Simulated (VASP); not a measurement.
Write the native input for VASP 6.6.1 that does the following.

* Task: electric field gradients
* Functional: LDA
* Potentials or basis: VASP PAW LDA potentials, release 64 (Li_sv)
* Cutoff: 520 eV
* k mesh: 16 × 16 × 16
* Occupations: fermi-dirac, width 0.05 eV
* Spin: no spin polarisation
* Dipole correction: no
* Further INCAR settings: ALGO = Normal; EDIFF = 1e-08; NBANDS = 8

The structure of Li lies in POSCAR:

```
Li
1.0
    0.0000000000      2.1570486114      2.1570486114
    2.1570486114      0.0000000000      2.1570486114
    2.1570486114      2.1570486114      0.0000000000
Li
1
Direct
    0.0000000000      0.0000000000      0.0000000000
```

This isn't the form of Li at room conditions, which is bcc.

The input as run:

INCAR

```
SYSTEM = Li
PREC = Accurate ; ENCUT = 520
EDIFF = 1E-8 ; ISMEAR = -1
SIGMA = 0.05 ; LREAL = .FALSE.
LASPH = .TRUE. ; NELM = 60
ALGO = Normal ; ISIF = 2
LWAVE = .FALSE. ; LCHARG = .FALSE.
LEFG = .TRUE. ; NBANDS = 8
```

KPOINTS

```
regular mesh
0
G
  16 16 16
  0 0 0
```

Potentials or basis: VASP PAW LDA potentials, release 64 (Li_sv).

The run is started by

```console
$ cat potpaw_LDA.64/Li_sv/POTCAR > POTCAR
$ mpirun -np 1 vasp_std > vasp.out
```

It gave:

```json
{
 "Band gap on the k mesh": "zero (an odd number of electrons rules out a gap without spin polarisation)",
 "Largest electric field gradient by atom": "zero within the noise of the run"
}
```

Run time: 23 s on 1 thread of Intel(R) Xeon(R) Platinum 8259CL CPU @ 2.50GHz (Skylake/Cascade Lake), with other jobs on the host, peak memory 0.13 GiB.
